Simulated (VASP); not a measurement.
**ZnSnP2: relaxation of cell and atoms with PBEsol**

The system is ZnSnP2.

```
Zn Sn P
1.0
    -2.81296    2.81296    5.63694
     2.81296   -2.81296    5.63694
     2.81296    2.81296   -5.63694
Zn Sn P
2 2 4
Cartesian
  0.0000 2.8130 2.8185
  0.0000 0.0000 0.0000
  2.8130 0.0000 2.8185
  0.0000 0.0000 5.6369
  1.2716 1.4065 1.4092
  -1.4065 1.5413 4.2277
  4.2194 1.2716 -1.4092
  1.5413 1.4065 7.0462
```

```json
{
  "Program": "VASP 6.6.1",
  "Task": "relaxation of cell and atoms",
  "Functional": "PBEsol",
  "Potentials or basis": "VASP PAW PBE potentials, release 64 (Zn, Sn_d, P)",
  "Cutoff": "600 eV",
  "k mesh": "8 × 8 × 8",
  "Occupations": "gaussian, width 0.03 eV",
  "Spin": "no spin polarisation",
  "Further INCAR settings": "ALGO = Normal; EDIFF = 1e-07; IBRION = 2; EDIFFG = -0.005; NSW = 90; ISIF = 3"
}
```

- Relaxed volume: 22.31 Å³/atom
- Relaxed cell: a = 6.901 Å, b = 6.901 Å, c = 6.901 Å, α = 131.89°, β = 131.89°, γ = 70.40°
- Space group after relaxing (to 0.1 Å): I-42d (No. 122)
- Energy gained by relaxing: 0.0 meV/atom
- Ionic steps: 2
- Pressure after relaxing: 0.0 GPa
- Band gap on the k mesh: 0.81 eV

Final structure:
```
Zn Sn P
1.0
    -2.81272    2.81272    5.63919
     2.81272   -2.81272    5.63919
     2.81272    2.81272   -5.63919
Zn Sn P
2 2 4
Direct
  0.75000 0.25000 0.50000
  0.00000 0.00000 0.00000
  0.25000 0.75000 0.50000
  0.50000 0.50000 0.00000
  0.37500 0.35102 0.47602
  0.64898 0.12500 0.02398
  0.10102 0.62500 0.97602
  0.87500 0.89898 0.52398
```

Levels at points of the mesh, in eV from the valence-band top:
```tsv
k point	band 34	band 35	band 36	band 37	band 38	band 39
(0.00, 0.00, 0.00)	-0.01	0.00	0.00	0.81	1.25	1.49
(0.50, 0.00, 0.00)	-1.97	-1.52	-1.02	2.47	2.58	2.69
(0.50, 0.50, 0.00)	-1.12	-0.84	-0.84	1.05	1.05	2.79
(0.50, 0.50, 0.50)	-1.75	-1.44	-1.44	1.25	1.25	1.27
```

It took 10 min on 2 MPI ranks on Intel(R) Xeon(R) Platinum 8488C (Sapphire Rapids), on a shared host, peak memory 0.75 GiB a rank.

Caveat: the PAW data sets were made with another functional, which shifts forces and pressure a little; spin-orbit coupling is left out, which moves the levels of the heavy elements. A k mesh can miss the band edges.
